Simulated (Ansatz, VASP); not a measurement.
## TaMo2C3 in VASP and in Ansatz

```
Ta Mo C
1.0
    -2.15959    2.15959    4.17868
     2.15959   -2.15959    4.17868
     2.15959    2.15959   -4.17868
Ta Mo C
1 2 3
Direct
  0.86892 0.86892 0.00000
  0.62581 0.12581 0.50000
  0.12581 0.62581 0.50000
  0.61491 0.61491 0.00000
  0.86266 0.36266 0.50000
  0.36266 0.86266 0.50000
```

Alike in both runs: functional PBE; k mesh 12 × 12 × 12; occupations gaussian, width 0.1 eV; no spin polarisation.

Ansatz relaxed the structure, and its values are those at the end. VASP's run is a single point on that final structure, the one shown.

|  | VASP | Ansatz |
| --- | --- | --- |
| version | VASP 6.6.1 | Ansatz 0.2.0 |
| potentials or method | VASP PAW PBE potentials, release 64 (Ta_pv, Mo_sv, C), cutoff 520 eV | scalar-relativistic, plane waves, PAW |
| valence electrons in the cell | 51 | 53 |

VASP gave:

| Item | Value |
| --- | --- |
| gap on the k mesh at the Fermi level (eV) | none |
| pressure (GPa) | 0.4 |
| rms of the force components (eV/Å) | 0.010 |

Which values does Ansatz return?

gap on the k mesh at the Fermi level (eV): none; pressure (GPa): 0.0; rms of the force components (eV/Å): 0.002.

A gap of «none» marks a metal or a gap that the smearing closes. With one functional, cell and mesh, what is left measures potentials, basis and numerics. VASP's potentials hold 51 valence electrons a cell and Ansatz's 53, so a difference there can come from the potentials and not from the codes.

Spin-orbit coupling is off throughout.
